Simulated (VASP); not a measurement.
A run of VASP 6.6.1:

File INCAR:

```
SYSTEM = NbOs3Au
PREC = Accurate
ENCUT = 600
EDIFF = 1E-7
ISMEAR = 0
SIGMA = 0.1
LREAL = .False.
LASPH = .True.
NELM = 60
ALGO = Normal
ISIF = 3
LWAVE = .False.
LCHARG = .False.
GGA = PE
IBRION = 2
NSW = 90
EDIFFG = -0.04
```

Contents of KPOINTS:

```
Automatic mesh
0
Gamma
  4 4 4
  0 0 0
```

Contents of POSCAR:

```
NbOs3Au
1.0
    4.1281587052      0.0000000000      0.0000000000
    0.0000000000      4.1281587052      0.0000000000
    0.0000000000      0.0000000000      4.1281587052
Nb Os Au
1 3 1
Direct
    0.0000000000      0.0000000000      0.0000000000
    0.0000000000      0.5000000000      0.5000000000
    0.5000000000      0.0000000000      0.5000000000
    0.5000000000      0.5000000000      0.0000000000
    0.5000000000      0.5000000000      0.5000000000
```

Potentials or basis: VASP PAW PBE potentials, release 64 (Nb_sv, Os, Au).

Run with:

```bash
$ cat potpaw_PBE.64/Nb_sv/POTCAR potpaw_PBE.64/Os/POTCAR potpaw_PBE.64/Au/POTCAR > POTCAR
$ mpirun -np 1 vasp_std > vasp.out
```

Hardware: 1 thread of Intel(R) Xeon(R) 6975P-C (Granite Rapids), with other jobs on the host.

**Question.** Estimate the wall time of this run.

**Answer.** Run time: 4.8 min on 1 thread of Intel(R) Xeon(R) 6975P-C (Granite Rapids), on a shared host, peak memory 0.23 GiB. Counts: scf iterations 241, k points 10, ion steps 8.
